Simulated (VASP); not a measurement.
**GaAs: single point with LDA**

The system is GaAs.

```
Ga As
1.0
     0.00000    3.22160    2.59129
     2.59129    0.00000    2.59129
     2.59129    3.22160    0.00000
Ga As
1 1
Direct
  0.00000 0.00000 0.00000
  0.75000 0.75000 0.75000
```

This cell differs from its parent crystal: strain +e along x and -e along y +0.0000, strain +e along z and -e/2 along x and y +0.1500.

```json
{"Program": "VASP 6.6.1", "Task": "single point", "Functional": "LDA", "Potentials or basis": "VASP PAW LDA potentials, release 64 (Ga_d, As)", "Cutoff": "520 eV", "k mesh": "10 × 10 × 10", "Occupations": "gaussian, width 0.05 eV", "Spin": "no spin polarisation"}
```

```json
{"Pressure": "1.3 GPa", "Band gap on the k mesh": "zero (band 9 reaches 4.80 eV, above the bottom of band 10 at 4.43 eV)"}
```

Stress tensor (GPa, compression positive):
```
  7.27   0.00   0.00
  0.00 -10.59   0.00
  0.00   0.00   7.27
```

Levels at points of the mesh, in eV from the Fermi level:
| k point | band 5 | band 6 | band 7 | band 8 | band 9 | band 10 | band 11 | band 12 | band 13 | band 14 |
| --- | --- | --- | --- | --- | --- | --- | --- | --- | --- | --- |
| (0.00, 0.00, 0.00) | -15.41 | -13.44 | -1.63 | -0.31 | 0.11 | 0.11 | 3.34 | 3.34 | 3.91 | 6.84 |
| (0.50, 0.00, 0.00) | -15.37 | -11.53 | -7.30 | -2.61 | -0.53 | -0.25 | 4.43 | 5.04 | 7.56 | 9.24 |
| (0.50, 0.50, 0.00) | -15.37 | -10.45 | -6.94 | -3.66 | -3.53 | 0.43 | 0.48 | 7.79 | 8.39 | 9.52 |
| (0.50, 0.00, 0.50) | -15.40 | -11.39 | -8.33 | -2.11 | -2.11 | 1.98 | 2.56 | 9.22 | 9.61 | 9.61 |

It took 52 s on 1 thread of Intel(R) Xeon(R) Platinum 8259CL CPU @ 2.50GHz (Skylake/Cascade Lake), with other jobs on the host, peak memory 0.2 GiB.

Caveat: the cell differs from its parent crystal (strain +e along x and -e along y +0.0000, strain +e along z and -e/2 along x and y +0.1500).
